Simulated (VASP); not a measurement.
# ZnS3: single point with PBE

The system is ZnS3.

```
Zn S
1.0
     4.78771    0.00000    0.00000
    -2.39386    4.14628    0.00000
     0.00000    0.00000    4.41990
Zn S
1 3
Direct
  0.00000 0.00000 0.50000
  0.50000 0.00000 0.00000
  0.00000 0.50000 0.00000
  0.50000 0.50000 0.00000
```

* Program: VASP 6.6.1
* Task: single point
* Functional: PBE
* Potentials or basis: VASP PAW PBE potentials, release 64 (Zn, S)
* Cutoff: 520 eV
* k mesh: 6 × 6 × 2
* Occupations: gaussian, width 0.1 eV
* Spin: no spin polarisation

```yaml
Pressure: 0.0 GPa
Band_gap_on_the_k_mesh: zero (band 15 reaches 4.08 eV, above the bottom of band 16 at 1.96 eV)
```

Levels at points of the mesh, in eV from the Fermi level:
| k point | band 12 | band 13 | band 14 | band 15 | band 16 | band 17 | band 18 | band 19 |
| --- | --- | --- | --- | --- | --- | --- | --- | --- |
| (0.00, 0.00, 0.00) | -4.67 | -2.26 | -0.29 | -0.29 | 3.64 | 3.66 | 5.03 | 5.03 |
| (0.50, 0.00, 0.00) | -2.09 | -1.89 | -1.85 | -1.69 | -0.46 | 0.08 | 2.57 | 4.55 |
| (0.00, 0.00, 0.50) | -5.12 | -0.70 | -0.70 | 0.72 | 1.57 | 3.68 | 3.83 | 3.83 |
| (0.50, 0.00, 0.50) | -1.83 | -1.83 | -1.58 | -1.51 | -1.27 | -0.10 | 4.90 | 5.19 |

Run time: 25 s on 1 thread of Intel(R) Xeon(R) Platinum 8259CL CPU @ 2.50GHz (Skylake/Cascade Lake), with other jobs on the host, peak memory 0.2 GiB.

Caveat: the k points lie up to 0.71 Å⁻¹ apart.
